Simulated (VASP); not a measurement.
A run of VASP 6.6.1 is set up as follows.

The input INCAR:

```
ALGO = Normal
EDIFF = 1E-7
ENCUT = 520
GGA = PE
ISIF = 2
ISMEAR = 0
ISPIN = 2
IVDW = 12
LASPH = T
LCHARG = T
LELF = T
LORBIT = 11
LREAL = Auto
LVHAR = T
LWAVE = F
MAGMOM = 0 0 0 0 0 0 0 0 0 0 0 0 0 0 0 0 0 0 0 0 0 0 0 0 0 0 0 0 0 0 0 0 0 0 0 0 0 0 0 0 0 0 0 0 0 0.16 0 0 0 0 0 0 0 0 0 0 0 0 0 0 0 0 0
NBANDS = 168
NELM = 150
PREC = Accurate
SIGMA = 0.05
```

File KPOINTS:

```
k-points
0
Gamma
  1 1 1
```

The input POSCAR:

```
Si62P
1.0
   10.8600000000      0.0000000000      0.0000000000
    0.0000000000     10.8600000000      0.0000000000
    0.0000000000      0.0000000000     10.8600000000
Si P
62 1
Direct
    0.5003705341     -0.0001024862     -0.0007183241
    0.6250002762      0.1248653775      0.1251952118
    0.7497689687      0.2474247698      0.0005270718
    0.8744781768      0.3750259669      0.1240591160
    0.7493993554     -0.0007604052      0.2544349908
    0.8779558932      0.1267746777      0.3725660221
    0.0097032228      0.0098143646      0.0030864641
    0.1421819521      0.1423130755      0.1212347145
    0.2737657459      0.2667285451     -0.0108140884
    0.6279351750      0.6305081952      0.1215515654
    0.7555838858      0.7557830571      0.0026356354
    0.8814968692      0.8832888582      0.1268077348
    0.2512772560      0.0045279926      0.2482209024
    0.3759037753      0.1314654696      0.3704616943
    0.5001109576      0.2585860037      0.2409203499
    0.6237541436      0.3787733886      0.3719035912
    0.7485092081      0.5022122468      0.2462538674
    0.8738842541      0.6261856354      0.3742662983
    0.5001536832      0.0015744936      0.4989207182
    0.6301526703      0.1251796501      0.6198890424
    0.7523211786      0.2528572744      0.4969083794
    0.8652955801      0.3785430018      0.6345353591
    0.7505682320     -0.0007288214      0.7495685083
    0.8768285451      0.1246198895      0.8740245856
    0.0006418048      0.4993237569     -0.0001451197
    0.1268975138      0.6212944751      0.1269392265
    0.2516203499      0.7469577348      0.0033651013
    0.3751403315      0.8761710866      0.1255500921
    0.0037608656      0.2524923573      0.2478848066
    0.1193012891      0.3780931860      0.3808283610
    0.2471465009      0.4965428177      0.2555947514
    0.3750505525      0.6228672192      0.3727874770
    0.4999572744      0.7478987109      0.2475155617
    0.6232151934      0.8724534070      0.3763003683
   -0.0000344383     -0.0000964088      0.4994469613
    0.1248146409      0.1247972376      0.6239357274
    0.2490731123      0.2509234807      0.4993717311
    0.3748378453      0.3744852670      0.6246447514
    0.4999706262      0.5008233886      0.5009666667
    0.6240651013      0.6233799263      0.6291712707
    0.7491737569      0.7478570902      0.5023071823
    0.8751115101      0.8746493554      0.6246796501
    0.2450428177     -0.0045596685      0.7503176796
    0.3756270718      0.1202915285      0.8686406998
    0.4998102210      0.2436942910      0.7446395028
    0.6019936464      0.3639548803      0.8910988029
    0.7331246777      0.4964309392      0.7671439227
    0.8715597606      0.6231942910      0.8771875691
    0.0016633517      0.7498665746      0.2503646409
    0.1260661142      0.8777418969      0.3726929098
   -0.0067697974      0.5021313076      0.5079187845
    0.1256381215      0.6294941989      0.6239848066
    0.2518133517      0.7515196133      0.4972628913
    0.3746655617      0.8747660221      0.6260424494
   -0.0011420810      0.2497037753      0.7490661142
    0.1257751381      0.3759488029      0.8725850829
    0.2503775322      0.5005617864      0.7496909761
    0.3751952118      0.6172025783      0.8822716390
    0.4994663904      0.7464748619      0.7554167587
    0.6261746777      0.8748186924      0.8756433702
   -0.0026399632      0.7478467772      0.7514490792
    0.1228632597      0.8721326888      0.8778140884
    0.4381825967      0.4115460405      0.0359012891
```

Potentials or basis: VASP PAW PBE potentials, release 64 (Si, P).

The run is started by

```console
$ cat potpaw_PBE.64/Si/POTCAR potpaw_PBE.64/P/POTCAR > POTCAR
$ mpirun -np 1 vasp_gam > vasp.out
```

Q: Estimate the dispersion energy per atom.

A: -0.315 eV.

Q: Predict the net moment.

A: 1.00 μB per cell.

Forces in eV/Å, atoms in the order of the input:
```
Si  -0.001  0.002 -0.002
Si  -0.007  0.007 -0.006
Si   0.005  0.006  0.002
Si   0.000 -0.002 -0.004
Si   0.001  0.001  0.002
Si  -0.010 -0.006 -0.001
Si   0.000  0.005  0.013
Si   0.005  0.005 -0.014
Si  -0.009 -0.011 -0.003
Si   0.010  0.026  0.004
Si   0.006  0.008  0.013
Si   0.002 -0.006 -0.015
Si   0.005  0.003 -0.003
Si  -0.007 -0.001  0.004
Si   0.012 -0.020  0.023
Si  -0.010 -0.002 -0.006
Si  -0.006 -0.001 -0.010
Si  -0.007 -0.006 -0.006
Si   0.002  0.006  0.005
Si  -0.008  0.007  0.002
Si   0.006  0.017 -0.006
Si   0.005 -0.012  0.003
Si  -0.001  0.002  0.004
Si  -0.003 -0.002  0.001
Si   0.004 -0.003  0.000
Si   0.009 -0.006 -0.004
Si  -0.001  0.007  0.012
Si  -0.003  0.002  0.001
Si   0.001  0.006  0.000
Si  -0.002 -0.011 -0.001
Si  -0.005  0.014  0.011
Si   0.003 -0.013 -0.008
Si   0.004 -0.002 -0.002
Si  -0.015 -0.008  0.000
Si   0.006  0.001  0.001
Si  -0.002  0.004 -0.003
Si   0.003  0.001  0.002
Si   0.000  0.001  0.001
Si   0.004  0.002 -0.002
Si  -0.007  0.002  0.003
Si   0.001  0.000 -0.001
Si  -0.001  0.001  0.000
Si   0.008 -0.002  0.005
Si  -0.007 -0.005 -0.003
Si   0.000  0.002  0.002
Si  -0.004 -0.005 -0.002
Si  -0.007  0.002 -0.001
Si   0.001 -0.004  0.000
Si  -0.002  0.000  0.006
Si  -0.004 -0.010 -0.007
Si   0.010  0.006 -0.001
Si   0.005 -0.001 -0.003
Si   0.012  0.008 -0.006
Si   0.001 -0.002  0.006
Si  -0.001  0.008  0.007
Si  -0.004 -0.001 -0.008
Si  -0.001 -0.013 -0.006
Si  -0.002  0.021 -0.011
Si   0.011  0.004  0.001
Si  -0.003 -0.001 -0.005
Si   0.000  0.000  0.003
Si   0.000 -0.003  0.002
P   -0.004 -0.025  0.012
```

Caveat: the k points lie up to 0.58 Å⁻¹ apart.
